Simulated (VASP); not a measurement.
# CdGeAs2 (I-42d) in VASP: a series of runs, part 2 of 2

VASP 6.6.1.

## 3. Relaxation of cell and atoms, PBE

This run uses another cell than the first one, of 26.34 Å³/atom.

Input file INCAR:

```
SYSTEM = CdGeAs2
ALGO = Normal ; EDIFF = 1E-7
EDIFFG = -0.005 ; ENCUT = 600
GGA = PE ; IBRION = 2
ISIF = 3 ; ISMEAR = 0
KPAR = 2 ; LASPH = .True.
LCHARG = .False. ; LREAL = .False.
LWAVE = .False. ; NELM = 80
NSW = 90 ; PREC = Accurate
SIGMA = 0.03
```

Input file KPOINTS:

```
k-points
0
Gamma
  8 8 8
  0 0 0
```

Input file POSCAR:

```
CdGeAs2                                 
1.0
   -3.0285493969      3.0285493969      5.7429220882
    3.0285493969     -3.0285493969      5.7429220882
    3.0285493969      3.0285493969     -5.7429220882
  Cd              Ge              As            
     2     2     4
Direct
     0.2500000000000000    0.7500000000000000    0.5000000000000000
     0.5000000000000000    0.5000000000000000    0.0000000000000000
     1.0000000000000000    0.0000000000000000    0.0000000000000000
     0.7500000000000000    0.2500000000000000    0.5000000000000000
     0.8750000000000000    0.3480577073981443    0.9730577073981443
     0.6519422926018557    0.6250000000000000    0.5269422926018557
     0.3750000000000000    0.9019422926018557    0.0269422926018557
     0.0980577073981443    0.1250000000000000    0.4730577073981443
```

Potentials or basis: VASP PAW PBE potentials, release 64 (Cd, Ge_d, As).

Command:

```bash
> cat potpaw_PBE.64/Cd/POTCAR potpaw_PBE.64/Ge_d/POTCAR potpaw_PBE.64/As/POTCAR > POTCAR
> mpirun -np 2 vasp_std > vasp.out
```

OUTCAR:

```text
SYSTEM = CdGeAs2
   EDIFF = 1E-7
   EDIFFG = -0.005
   ENCUT = 600
   GGA = PE
   IBRION = 2
   ISIF = 3
   ISMEAR = 0
   LASPH = .True.
   LREAL = .False.
   NELM = 80
   NSW = 90
   PREC = Accurate

 ion  position               nearest neighbor table
   1  0.250  0.750  0.500-   7 2.68   6 2.68   8 2.68   5 2.68
   2  0.500  0.500  0.000-   6 2.68   5 2.68   7 2.68   8 2.68
   3  0.000  0.000  0.000-   6 2.49   7 2.49   8 2.49   5 2.49
   4  0.750  0.250  0.500-   6 2.49   7 2.49   5 2.49   8 2.49
   5  0.875  0.348  0.973-   4 2.49   3 2.49   2 2.68   1 2.68
   6  0.652  0.625  0.527-   3 2.49   4 2.49   1 2.68   2 2.68
   7  0.375  0.902  0.027-   3 2.49   4 2.49   2 2.68   1 2.68
   8  0.098  0.125  0.473-   3 2.49   4 2.49   1 2.68   2 2.68

  LATTYP: Found a body centered tetragonal cell.
 ALAT       =     6.0570987938
 C/A-ratio  =     1.8962616539

  Lattice vectors:

 A1 = (  -3.0285493969,   3.0285493969,   5.7429220882)
 A2 = (   3.0285493969,  -3.0285493969,   5.7429220882)
 A3 = (   3.0285493969,   3.0285493969,  -5.7429220882)

Analysis of symmetry for initial positions (statically):
=====================================================================
 Subroutine PRICEL returns:
 Original cell was already a primitive cell.

 Routine SETGRP: Setting up the symmetry group for a
 body centered tetragonal supercell.

 Subroutine GETGRP returns: Found  8 space group operations
 (whereof  4 operations were pure point group operations)
 out of a pool of 16 trial point group operations.

The static configuration has the point symmetry S_4 .
 The point group associated with its full space group is D_2d.

[... 204 lines left out ...]
      1.67747     -1.51427      7.17865         0.001529      0.000000     -0.000000
      1.51427      1.35108     -1.43573         0.000000     -0.001529      0.000000
 -----------------------------------------------------------------------------------
    total drift:                               -0.000005     -0.000005     -0.000004

  FREE ENERGIE OF THE ION-ELECTRON SYSTEM (eV)
  ---------------------------------------------------
  free  energy   TOTEN  =       -29.9658162477 eV

  energy  without entropy=      -29.9658133122  energy(sigma->0) =      -29.96581478

--------------------------------------- Ionic step        2  -------------------------------------------

 number of electron      72.0000005 magnetization

 Free energy of the ion-electron system (eV)
  ---------------------------------------------------
  ext. energy  EPLUGINS =         0.00000000
  ---------------------------------------------------
  free energy    TOTEN  =       -29.96583505 eV

  energy without entropy =      -29.96583202  energy(sigma->0) =      -29.96583354

 E-fermi :   2.6597     XC(G=0):  -9.1326

 val. band max:        2.5921059276   @ k =   0.1250   0.0000   0.0000
 cond. band min:       2.7131983888   @ k =   0.0000   0.0000   0.0000
 fundamental gap:      0.1210924612
 Fermi energy:         2.6596572627

 k-point     1 :       0.0000    0.0000    0.0000
  band No.  band energies     occupation
      1     -22.1987      2.00000
      2     -22.1986      2.00000
      3     -22.1986      2.00000
      4     -22.1955      2.00000
      5     -22.1930      2.00000
      6     -22.1930      2.00000
[... 1093 lines left out ...]
     42       6.4840      0.00000
     43       6.4897      0.00000

 [... further k-points ...]

------------------------ aborting loop because EDIFF is reached ----------------------------------------

  FORCE on cell =-STRESS in cart. coord.  units (eV):
  Direction    XX          YY          ZZ          XY          YZ          ZX
  --------------------------------------------------------------------------------------
  -------------------------------------------------------------------------------------
  Total       -0.0298420     -0.0298420      0.0253346      0.0000000      0.0000000      0.0000000
  in kB       -0.2268691     -0.2268691      0.1926024      0.0000000      0.0000000      0.0000000
  external PRESSURE =      -0.0870452 kB  Pullay stress =       0.0000000 kB

 VOLUME and BASIS-vectors are now :
 -----------------------------------------------------------------------------
  energy-cutoff  :      600.00
  volume of cell :      210.75
      direct lattice vectors                 reciprocal lattice vectors
    -3.028329214  3.028329214  5.745099215     0.000000000  0.165107544  0.087030699
     3.028329214 -3.028329214  5.745099215     0.165107544  0.000000000  0.087030699
     3.028329214  3.028329214 -5.745099215     0.165107544  0.165107544  0.000000000

 POSITION                                       TOTAL-FORCE (eV/Angst)
 -----------------------------------------------------------------------------------
      3.02833     -0.00000      2.87255         0.000000     -0.000000     -0.000000
      0.00000      0.00000      5.74510         0.000000     -0.000000      0.000000
      0.00000      0.00000     -0.00000         0.000000     -0.000000      0.000000
     -0.00000      3.02833      2.87255         0.000000     -0.000000     -0.000000
      1.35091      4.54249      1.43627        -0.000474     -0.000000      0.000000
      1.51416      1.67742      4.30882         0.000000      0.000474     -0.000000
      1.67742     -1.51416      7.18137         0.000474     -0.000000     -0.000000
      1.51416      1.35091     -1.43627         0.000000     -0.000474      0.000000
 -----------------------------------------------------------------------------------
    total drift:                               -0.000005     -0.000005     -0.000004

  FREE ENERGIE OF THE ION-ELECTRON SYSTEM (eV)
  ---------------------------------------------------
  free  energy   TOTEN  =       -29.9658350537 eV

  energy  without entropy=      -29.9658320249  energy(sigma->0) =      -29.96583354

 reached required accuracy - stopping structural energy minimisation
```

It took 6.7 min on 2 MPI ranks of Intel Xeon Platinum 8559C (Emerald Rapids), shared host; peak memory 0.92 GiB.

Results:

```
Free energy                           : -29.9658 eV
Relaxed volume                        : 26.34 Å³/atom
Relaxed cell                          : a = 7.166 Å, b = 7.166 Å, c = 7.166 Å, α = 130.00°, β = 130.00°, γ = 73.41°
Space group after relaxing (to 0.1 Å) : I-42d (No. 122)
Energy gained by relaxing             : 0.0 meV/atom
Ionic steps                           : 2
Pressure after relaxing               : 0.0 GPa
Band gap on the k mesh                : 0.12 eV (least direct gap 0.21 eV)
```

Final structure:
```xyz
8
Lattice="-3.0283 3.0283 5.7451 3.0283 -3.0283 5.7451 3.0283 3.0283 -5.7451" Properties=species:S:1:pos:R:3 pbc="T T T"
Cd    3.0283    0.0000    2.8725
Cd    0.0000    0.0000    5.7451
Ge    0.0000    0.0000    0.0000
Ge    0.0000    3.0283    2.8725
As    1.3509    4.5425    1.4363
As    1.5142    1.6774    4.3088
As    1.6774   -1.5142    7.1814
As    1.5142    1.3509   -1.4363
```

Levels at points of the mesh, in eV from the valence-band top:
```
           k point  band 32  band 33  band 34  band 35  band 36  band 37  band 38  band 39  band 40  band 41
(0.00, 0.00, 0.00)    -1.98    -1.98    -0.39    -0.09    -0.09     0.12     1.44     1.75     2.89     2.89
(0.50, 0.00, 0.00)    -2.45    -1.99    -1.40    -1.15    -0.58     1.69     1.99     2.64     3.40     3.70
(0.50, 0.50, 0.00)    -1.67    -0.99    -0.99    -0.51    -0.51     0.62     0.62     2.40     2.40     3.82
(0.50, 0.50, 0.50)    -2.17    -1.71    -1.71    -0.89    -0.89     1.41     1.41     1.71     1.71     2.69
```

A k mesh can miss the band edges.

## 4. Relaxation of cell and atoms, LDA

Input file INCAR:

```
PREC = Accurate ; ENCUT = 600
EDIFF = 1E-6 ; ISMEAR = 0
SIGMA = 0.03 ; LREAL = False
LASPH = True ; NELM = 80
ALGO = Normal ; ISIF = 3
LWAVE = False ; LCHARG = False
GGA = CA ; IBRION = 2
NSW = 90 ; EDIFFG = -0.01
KPAR = 2
```

Input file KPOINTS:

```
Automatic mesh
0
Gamma
  8 8 8
```

Input file POSCAR:

```
CdGeAs2
1.0
   -2.9888745628      2.9888745628      5.6642966801
    2.9888745628     -2.9888745628      5.6642966801
    2.9888745628      2.9888745628     -5.6642966801
Cd Ge As
2 2 4
Direct
    0.2500000000      0.7500000000      0.5000000000
    0.5000000000      0.5000000000      0.0000000000
    0.0000000000      0.0000000000      0.0000000000
    0.7500000000      0.2500000000      0.5000000000
    0.8750000000      0.3462175700      0.9712175700
    0.6537824300      0.6250000000      0.5287824300
    0.3750000000      0.9037824300      0.0287824300
    0.0962175700      0.1250000000      0.4712175700
```

Potentials or basis: VASP PAW LDA potentials, release 64 (Cd, Ge_d, As).

Command:

```bash
> cat potpaw_LDA.64/Cd/POTCAR potpaw_LDA.64/Ge_d/POTCAR potpaw_LDA.64/As/POTCAR > POTCAR
> mpirun -np 2 vasp_std > vasp.out
```

Run time: 67 min. Hardware: 2 MPI ranks of AMD EPYC 7R43 (Zen 3), shared host; peak memory 0.74 GiB.

Results (log left out):

```
Free energy                           : -35.3999 eV
Relaxed volume                        : 24.35 Å³/atom
Relaxed cell                          : a = 6.992 Å, b = 6.992 Å, c = 6.992 Å, α = 130.19°, β = 130.19°, γ = 73.10°
Space group after relaxing (to 0.1 Å) : I-42d (No. 122)
Energy gained by relaxing             : 8.6 meV/atom
Ionic steps                           : 9
Pressure after relaxing               : 0.0 GPa
Band gap on the k mesh                : 0.14 eV (least direct gap 0.21 eV)
```

Forces in eV/Å, atoms in the order of the input:
```
Cd   0.000  0.000  0.000
Cd   0.000  0.000  0.000
Ge   0.000  0.000  0.000
Ge   0.000  0.000  0.000
As   0.003  0.000  0.000
As   0.000 -0.003  0.000
As  -0.003  0.000  0.000
As   0.000  0.003  0.000
```

Step by step:
| step | energy change (eV) | largest force (eV/Å) | pressure (GPa) | volume (Å³) |
| --- | --- | --- | --- | --- |
| 1 | 0.0000 | 0.2115 | -2.28 | 202.41 |
| 2 | -0.0554 | 0.1680 | 0.97 | 192.03 |
| 3 | -0.0620 | 0.1811 | 0.10 | 194.47 |
| 4 | -0.0619 | 0.1802 | 0.17 | 194.32 |
| 5 | -0.0670 | 0.0911 | 0.12 | 194.38 |
| 6 | -0.0688 | 0.0043 | 0.08 | 194.45 |
| 7 | -0.0690 | 0.0011 | -0.05 | 194.86 |
| 8 | -0.0690 | 0.0012 | -0.06 | 194.86 |
| 9 | -0.0691 | 0.0030 | -0.02 | 194.79 |

Final structure:
```cif
data_structure
_symmetry_space_group_name_H-M 'P 1'
_symmetry_Int_Tables_number 1
_cell_length_a 6.9922
_cell_length_b 6.9922
_cell_length_c 6.9922
_cell_angle_alpha 130.193
_cell_angle_beta 130.193
_cell_angle_gamma 73.099
_cell_volume 194.79
loop_
_atom_site_label
_atom_site_type_symbol
_atom_site_fract_x
_atom_site_fract_y
_atom_site_fract_z
_atom_site_occupancy
Cd1 Cd 0.25000 0.75000 0.50000 1
Cd2 Cd 0.50000 0.50000 0.00000 1
Ge1 Ge 0.00000 0.00000 0.00000 1
Ge2 Ge 0.75000 0.25000 0.50000 1
As1 As 0.87500 0.35060 0.97560 1
As2 As 0.64940 0.62500 0.52440 1
As3 As 0.37500 0.89940 0.02440 1
As4 As 0.10060 0.12500 0.47560 1
```

Levels at points of the mesh, in eV from the valence-band top:
| k point | band 33 | band 34 | band 35 | band 36 | band 37 | band 38 | band 39 | band 40 |
| --- | --- | --- | --- | --- | --- | --- | --- | --- |
| (0.00, 0.00, 0.00) | -2.24 | -0.14 | -0.07 | -0.07 | 0.14 | 1.22 | 1.69 | 2.90 |
| (0.50, 0.00, 0.00) | -2.19 | -1.59 | -1.33 | -0.70 | 1.85 | 2.05 | 2.63 | 3.42 |
| (0.50, 0.50, 0.00) | -1.10 | -1.10 | -0.57 | -0.57 | 0.65 | 0.65 | 2.51 | 2.51 |
| (0.50, 0.50, 0.50) | -1.87 | -1.87 | -1.05 | -1.05 | 1.32 | 1.32 | 1.52 | 1.52 |

A k mesh can miss the band edges.

## 5. Relaxation of cell and atoms, LDA

This run uses another cell than the first one, of 24.35 Å³/atom.

Input file INCAR:

```
PREC = Accurate ; ENCUT = 600
EDIFF = 1E-7 ; ISMEAR = 0
SIGMA = 0.03 ; LREAL = False
LASPH = True ; NELM = 80
ALGO = Normal ; ISIF = 3
LWAVE = False ; LCHARG = False
GGA = CA ; IBRION = 2
NSW = 90 ; EDIFFG = -0.005
KPAR = 2
```

KPOINTS is that of step 4.

Input file POSCAR:

```
CdGeAs2                                 
1.0
   -2.9443865981      2.9443865981      5.6171551724
    2.9443865981     -2.9443865981      5.6171551724
    2.9443865981      2.9443865981     -5.6171551724
  Cd              Ge              As            
     2     2     4
Direct
     0.2500000000000000    0.7500000000000000    0.5000000000000000
     0.5000000000000000    0.5000000000000000    0.0000000000000000
     0.0000000000000000    0.0000000000000000    0.0000000000000000
     0.7500000000000000    0.2500000000000000    0.5000000000000000
     0.8750000000000000    0.3506002016339135    0.9756002016339135
     0.6493997983660865    0.6250000000000000    0.5243997983660865
     0.3750000000000000    0.8993997983660865    0.0243997983660866
     0.1006002016339134    0.1250000000000000    0.4756002016339135
```

Command:

```bash
> cat potpaw_LDA.64/Cd/POTCAR potpaw_LDA.64/Ge_d/POTCAR potpaw_LDA.64/As/POTCAR > POTCAR
> mpirun -np 2 vasp_std > vasp.out
```

It took 32 min on 2 MPI ranks of AMD EPYC 7R43 (Zen 3), shared host; peak memory 0.71 GiB.

Results (log left out):

```yaml
Free_energy: -35.3984 eV
Relaxed_volume: 24.34 Å³/atom
Relaxed_cell: a = 6.994 Å, b = 6.994 Å, c = 6.994 Å, α = 130.23°, β = 130.23°, γ = 73.04°
Space_group_after_relaxing_to_0.1_Å: I-42d (No. 122)
Energy_gained_by_relaxing: 0.0 meV/atom
Ionic_steps: 4
Pressure_after_relaxing: 0.0 GPa
Band_gap_on_the_k_mesh: 0.14 eV (least direct gap 0.20 eV)
```

Final structure:
```
Cd Ge As
1.0
    -2.94292    2.94292    5.62071
     2.94292   -2.94292    5.62071
     2.94292    2.94292   -5.62071
Cd Ge As
2 2 4
Direct
  0.25000 0.75000 0.50000
  0.50000 0.50000 0.00000
  0.00000 0.00000 0.00000
  0.75000 0.25000 0.50000
  0.87500 0.35067 0.97567
  0.64933 0.62500 0.52433
  0.37500 0.89933 0.02433
  0.10067 0.12500 0.47567
```

Levels at points of the mesh, in eV from the valence-band top:
| k point | band 32 | band 33 | band 34 | band 35 | band 36 | band 37 | band 38 | band 39 | band 40 | band 41 |
| --- | --- | --- | --- | --- | --- | --- | --- | --- | --- | --- |
| (0.00, 0.00, 0.00) | -2.24 | -2.24 | -0.14 | -0.07 | -0.07 | 0.14 | 1.23 | 1.70 | 2.89 | 2.89 |
| (0.50, 0.00, 0.00) | -2.66 | -2.19 | -1.59 | -1.33 | -0.70 | 1.85 | 2.05 | 2.62 | 3.42 | 3.93 |
| (0.50, 0.50, 0.00) | -1.81 | -1.09 | -1.09 | -0.57 | -0.57 | 0.65 | 0.65 | 2.52 | 2.52 | 3.83 |
| (0.50, 0.50, 0.50) | -2.34 | -1.86 | -1.86 | -1.04 | -1.04 | 1.32 | 1.32 | 1.51 | 1.51 | 2.59 |

A k mesh can miss the band edges.

## 6. Overview

| level | potentials or basis | cell | gap on the mesh (eV) | pressure (GPa) | relaxed volume (Å³/atom) |
| --- | --- | --- | --- | --- | --- |
| PBE | VASP PAW PBE potentials, release 64 (Cd, Ge_d, As) | relaxed from a = 7.068 Å, angles 130.0, 130.0, 73.5°, 8 atoms, atomic positions A | 0.12 | 0.0 | 26.34 |
| PBE | VASP PAW PBE potentials, release 64 (Cd, Ge_d, As) | relaxed from a = 7.164 Å, angles 130.0, 130.0, 73.4°, 8 atoms, atomic positions A | 0.12 | 0.0 | 26.34 |
| LDA | VASP PAW LDA potentials, release 64 (Cd, Ge_d, As) | relaxed from a = 7.068 Å, angles 130.0, 130.0, 73.5°, 8 atoms, atomic positions A | 0.14 | 0.0 | 24.35 |
| LDA | VASP PAW LDA potentials, release 64 (Cd, Ge_d, As) | relaxed from a = 6.992 Å, angles 130.2, 130.2, 73.1°, 8 atoms, atomic positions B | 0.14 | 0.0 | 24.34 |

Alike in all rows: task relaxation of cell and atoms; no spin polarisation; k mesh 8 × 8 × 8; cutoff (eV) 600; smearing gaussian 0.03 eV.

Absolute energies hang on the potentials; compare differences alone.
